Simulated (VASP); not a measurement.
Set up this calculation in VASP 6.6.1, as the native input.

* Task: single point
* Functional: PBE-based global hybrid with 10 % exact exchange
* Potentials or basis: VASP PAW PBE potentials, release 64 (Ag, B)
* Cutoff: 520 eV
* k mesh: 8 × 8 × 6
* Occupations: gaussian, width 0.05 eV
* Spin: no spin polarisation
* Dipole correction: no
* Grid for exact exchange (PRECFOCK): Normal
* Share of exact exchange: 0.1
* Further INCAR settings: ALGO = Normal; EDIFF = 1e-06; NBANDS = 16

AgB2:

```
Ag B
1.0
     2.84426    0.00000    0.00000
    -1.42213    2.46320    0.00000
     0.00000    0.00000    3.60454
Ag B
1 2
Direct
  0.00000 0.00000 0.00000
  0.33333 0.66667 0.50000
  0.66667 0.33333 0.50000
```

These files were run (other wordings do the same):

POSCAR

```
AgB2
1.0
    2.8442575066      0.0000000000      0.0000000000
   -1.4221287533      2.4631992556      0.0000000000
    0.0000000000      0.0000000000      3.6045385983
Ag B
1 2
Direct
    0.0000000000      0.0000000000      0.0000000000
    0.3333333333      0.6666666667      0.5000000000
    0.6666666667      0.3333333333      0.5000000000
```

INCAR.step1

```
SYSTEM = AgB2
ALGO = Normal
EDIFF = 1E-5
ENCUT = 520
GGA = PE
ISIF = 2
ISMEAR = 0
LASPH = .True.
LCHARG = .False.
LREAL = .False.
LUSENCCL = .False.
LWAVE = .True.
NBANDS = 16
NELM = 100
PREC = Accurate
SIGMA = 0.05
```

INCAR.step2

```
SYSTEM = AgB2
AEXX = 0.1
ALGO = Normal
EDIFF = 1E-6
ENCUT = 520
GGA = PE
ISIF = 2
ISMEAR = 0
ISTART = 1
LASPH = .True.
LCHARG = .False.
LHFCALC = .True.
LREAL = .False.
LUSENCCL = .False.
LWAVE = .False.
NBANDS = 16
NELM = 100
PREC = Accurate
PRECFOCK = Normal
SIGMA = 0.05
```

KPOINTS

```
k-points
0
Gamma
  8 8 6
  0 0 0
```

Potentials or basis: VASP PAW PBE potentials, release 64 (Ag, B).

Run with:

```console
$ cat potpaw_PBE.64/Ag/POTCAR potpaw_PBE.64/B/POTCAR > POTCAR
$ cp INCAR.step1 INCAR
$ mpirun -np 1 vasp_std > vasp.out
$ cp INCAR.step2 INCAR
$ mpirun -np 1 vasp_std > vasp.out
```

It gave:

The pressure is 58.0 GPa and the band gap on the k mesh is zero (an odd number of electrons rules out a gap without spin polarisation).

Caveat: the cell stands under pressure; the PAW data sets were made with another functional, which shifts forces and pressure a little.

Wall time 23 min on 1 × NVIDIA H100 80GB with 1 thread of AMD EPYC 7R13 Processor (Zen 3) (shared host), peak memory 1.2 GiB.
